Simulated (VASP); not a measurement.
# Re (P6_3/mmc) in VASP: single point with LDA

Aim: the single point of Re with LDA.

All numbers are computed with VASP 6.6.1; they aren't measurements. Logs are shortened: lines on timing, memory, paths and dates and some standing lists are left out, and cuts for length are marked.

## (1) The cell of the first run

The structure is hexagonal, space group P6_3/mmc (No. 194). The conventional cell has a = 2.547 Å, b = 2.547 Å, c = 4.106 Å, α = 90.00°, β = 90.00°, γ = 120.00°. Within 3.3 Å of Re (site symmetry -6m2) lie 12 Re at 2.53 to 2.55 Å.

## (2) Single point, LDA

The input, INCAR:

```
SYSTEM = Re
  PREC = Accurate
  ENCUT = 560
  EDIFF = 1E-6
  ISMEAR = -1
  SIGMA = 0.08
  LREAL = .False.
  LASPH = .True.
  NELM = 120
  ALGO = Normal
  ISIF = 2
  LWAVE = .False.
  LCHARG = .True.
  GGA = CA
  LELF = .True.
  LVHAR = .True.
  NBANDS = 22
  GGA_COMPAT = .False.
```

The input, KPOINTS:

```
regular mesh
0
Gamma
  17 17 9
  0 0 0
```

The input, POSCAR:

```
Re
1.0
    2.5470008379      0.0000000000      0.0000000000
   -1.2735004190      2.2057674291      0.0000000000
    0.0000000000      0.0000000000      4.1061330988
Re
2
Direct
    0.3333333333      0.6666666667      0.2500000000
    0.6666666667      0.3333333333      0.7500000000
```

Potentials or basis: VASP PAW LDA potentials, release 64 (Re_sv_GW).

Command:

```bash
$ cat potpaw_LDA.64/Re_sv_GW/POTCAR > POTCAR
$ mpirun -np 1 vasp_std > vasp.out
```

OUTCAR:

```text
SYSTEM = Re
   PREC = Accurate
   ENCUT = 560
   EDIFF = 1E-6
   ISMEAR = -1
   LREAL = .False.
   LASPH = .True.
   NELM = 120
   ISIF = 2
   GGA = CA

 ion  position               nearest neighbor table
   1  0.333  0.667  0.250-   2 2.53   2 2.53   2 2.53   2 2.53   2 2.53   2 2.53
   2  0.667  0.333  0.750-   1 2.53   1 2.53   1 2.53   1 2.53   1 2.53   1 2.53

  LATTYP: Found a hexagonal cell.
 ALAT       =     2.5470008379
 C/A-ratio  =     1.6121443848

  Lattice vectors:

 A1 = (   2.5470008379,   0.0000000000,   0.0000000000)
 A2 = (  -1.2735004190,   2.2057674291,   0.0000000000)
 A3 = (   0.0000000000,   0.0000000000,   4.1061330988)

Analysis of symmetry for initial positions (statically):
=====================================================================
 Subroutine PRICEL returns:
 Original cell was already a primitive cell.

 Routine SETGRP: Setting up the symmetry group for a
 hexagonal supercell.

 Subroutine GETGRP returns: Found 24 space group operations
 (whereof 12 operations were pure point group operations)
 out of a pool of 24 trial point group operations.

The static configuration has the point symmetry D_3d.
 The point group associated with its full space group is D_6h.

Analysis of symmetry for dynamics (positions and initial velocities):
=====================================================================
 Subroutine PRICEL returns:
 Original cell was already a primitive cell.

 Routine SETGRP: Setting up the symmetry group for a
 hexagonal supercell.

 Subroutine GETGRP returns: Found 24 space group operations
 (whereof 12 operations were pure point group operations)
 out of a pool of 24 trial point group operations.

The dynamic configuration has the point symmetry D_3d.
 The point group associated with its full space group is D_6h.

 Subroutine INISYM returns: Found 24 space group operations
 (whereof 12 operations are pure point group operations),
 and found     1 'primitive' translations

----------------------------------------------------------------------------------------

                                     Primitive cell

  volume of cell :      23.0686

  direct lattice vectors                    reciprocal lattice vectors
     2.547000838  0.000000000  0.000000000     0.392618638  0.226678476  0.000000000
    -1.273500419  2.205767429  0.000000000     0.000000000  0.453356953  0.000000000
     0.000000000  0.000000000  4.106133099     0.000000000  0.000000000  0.243538136

  length of vectors
[... 80 lines left out ...]
   ENCUT  =  560.0 eV  41.16 Ry    6.42 a.u.   4.91  4.91  7.92*2*pi/ulx,y,z
   NELM   =    120;   NELMIN=  2; NELMDL= -5     # of ELM steps
   EDIFF  = 0.1E-05   stopping-criterion for ELM
   LREAL  =      F    real-space projection
   EDIFFG = 0.1E-04   stopping-criterion for IOM
   NSW    =      0    number of steps for IOM
   IBRION =     -1    ionic relax: 0-MD 1-quasi-New 2-CG
   NFREE  =      0    steps in history (QN), initial steepest desc. (CG)
   ISIF   =      2    stress and relaxation
   ISYM   =      2    0-nonsym 1-usesym 2-fastsym
   POTIM  = 0.5000    time-step for ionic-motion
   TEBEG  =    0.0;   TEEND  =   0.0 temperature during run
   PSTRESS=    0.0 pullay stress
   NELECT =      30.0000    total number of electrons
   NUPDOWN=      -1.0000    fix difference up-down
   EMIN   =  10.00;   EMAX   =-10.00  energy-range for DOS
   EFERMI =   0.00;   METHOD = LEGACY
   ISMEAR =    -1;   SIGMA  =   0.08  broadening in eV -4-tet -1-fermi 0-gaus
   EFERMI_NEDOS =   21; number of points for ismear=-14 and -15
   IALGO  =     38    algorithm
   IMIX   =      4    mixing-type and parameters
     AMIX     =   0.40;   BMIX     =  1.00
     AMIX_MAG =   1.60;   BMIX_MAG =  1.00
  volume/ion in A,a.u.               =      11.53        77.84
  Fermi-wavevector in a.u.,A,eV,Ry     =   1.786932  3.376811 43.445106  3.193125
  Thomas-Fermi vector in A             =   2.850414
   LORBIT       =      0    0 simple, 1 ext, 2 COOP (PROOUT), +10 PAW based schemes
   GGA     = CA    functional components
   LHFCALC =     F    Hartree Fock is set to
   AEXX    =    0.0000 exact exchange contribution
   IVDW    =     0    specifies the selected vdW correction
   LEPSILON=     F    determine dielectric tensor
   LRPA    =     F    only Hartree local field effects (RPA)
 non-spin polarized calculation
  energy-cutoff  :      560.00
  volume of cell :       23.07
 maximum number of plane-waves:       709
 NGX is ok and might be reduce to    20
   NGX =  9   NGY =  9   NGZ = 15

 number of electron      29.9999995 magnetization

 Free energy of the ion-electron system (eV)
  ---------------------------------------------------
  ext. energy  EPLUGINS =         0.00000000
  ---------------------------------------------------
  free energy    TOTEN  =       -28.67589612 eV

  energy without entropy =      -28.64930785  energy(sigma->0) =      -28.66260199

 E-fermi :  17.4373     XC(G=0): -15.9172

 val. band max:       17.4176908082   @ k =   0.4706   0.0588   0.1111
 cond. band min:      17.4377655872   @ k =   0.2941   0.2353   0.4444
 fundamental gap:      0.0200747790
 Fermi energy:        17.4373022338

 k-point     1 :       0.0000    0.0000    0.0000
  band No.  band energies     occupation
      1     -62.0513      2.00000
      2     -61.6865      2.00000
      3     -25.6667      2.00000
      4     -23.3159      2.00000
      5     -23.3159      2.00000
      6     -22.9415      2.00000
[... 589 lines left out ...]
     21      31.2826      0.00000
     22      34.5753      0.00000

 [... further k-points ...]

------------------------ aborting loop because EDIFF is reached ----------------------------------------

  FORCE on cell =-STRESS in cart. coord.  units (eV):
  Direction    XX          YY          ZZ          XY          YZ          ZX
  --------------------------------------------------------------------------------------
  -------------------------------------------------------------------------------------
  Total       20.3435027     20.3435027     20.3264236     -0.0000000      0.0000000     -0.0000000
  in kB     1412.9099513   1412.9099513   1411.7237613     -0.0000000      0.0000000     -0.0000000
  external PRESSURE =    1412.5145546 kB  Pullay stress =       0.0000000 kB

 VOLUME and BASIS-vectors are now :
 -----------------------------------------------------------------------------
  energy-cutoff  :      560.00
  volume of cell :       23.07
      direct lattice vectors                 reciprocal lattice vectors
     2.547000838  0.000000000  0.000000000     0.392618638  0.226678476  0.000000000
    -1.273500419  2.205767429  0.000000000     0.000000000  0.453356953  0.000000000
     0.000000000  0.000000000  4.106133099     0.000000000  0.000000000  0.243538136

 POSITION                                       TOTAL-FORCE (eV/Angst)
 -----------------------------------------------------------------------------------
     -0.00000      1.47051      1.02653        -0.000000     -0.000000      0.000000
      1.27350      0.73526      3.07960         0.000000      0.000000      0.000000
 -----------------------------------------------------------------------------------
    total drift:                               -0.000000      0.000000     -0.000000

  FREE ENERGIE OF THE ION-ELECTRON SYSTEM (eV)
  ---------------------------------------------------
  free  energy   TOTEN  =       -28.6758961204 eV

  energy  without entropy=      -28.6493078530  energy(sigma->0) =      -28.66260199
```

OSZICAR:

```text
N       E                     dE             d eps       ncg     rms          rms(c)
DAV:   1     0.285471158417E+03    0.28547E+03   -0.22153E+04  7348   0.156E+03
DAV:   2    -0.183264135901E+02   -0.30380E+03   -0.29172E+03  8926   0.449E+02
DAV:   3    -0.298094799554E+02   -0.11483E+02   -0.11406E+02  8914   0.829E+01
DAV:   4    -0.299067531381E+02   -0.97273E-01   -0.97267E-01  7942   0.744E+00
DAV:   5    -0.299074583505E+02   -0.70521E-03   -0.70521E-03  8926   0.562E-01    0.190E+02
DAV:   6    -0.288868781810E+02    0.10206E+01   -0.12754E+00  8094   0.874E+00    0.103E+02
DAV:   7    -0.286942243246E+02    0.19265E+00   -0.99817E-01  8656   0.735E+00    0.353E+00
DAV:   8    -0.286757894953E+02    0.18435E-01   -0.67175E-02  7914   0.230E+00    0.117E+00
DAV:   9    -0.286758830680E+02   -0.93573E-04   -0.14120E-03  8850   0.369E-01    0.213E-01
DAV:  10    -0.286758951479E+02   -0.12080E-04   -0.44060E-05  8116   0.617E-02    0.142E-01
DAV:  11    -0.286758961204E+02   -0.97248E-06   -0.30761E-06  7302   0.172E-02
   1 F= -.28675896E+02 E0= -.28662602E+02  d E =-.265883E-01
```

Wall time 30 s (1 thread of Intel Xeon 6975P-C (Granite Rapids), shared host); peak memory 0.19 GiB.

Results:

| Item | Value |
| --- | --- |
| Free energy | -28.6759 eV |
| Pressure | 141.3 GPa |
| Band gap on the k mesh | zero (bands 15 and 16 overlap by 5.03 eV) |

Stress tensor (GPa, compression positive):
```
141.29   0.00   0.00
  0.00 141.29   0.00
  0.00   0.00 141.17
```

Levels at points of the mesh, in eV from the Fermi level:
```tsv
k point	band 11	band 12	band 13	band 14	band 15	band 16	band 17	band 18	band 19	band 20
(0.00, 0.00, 0.00)	-2.47	-2.47	-2.40	-1.25	-1.25	0.02	0.02	1.72	4.45	4.45
```

Caveat: the cell stands under pressure; spin-orbit coupling is left out, which moves the levels of the heavy elements.

The gap in the log of VASP goes by the Fermi energy; the results here count the filled bands.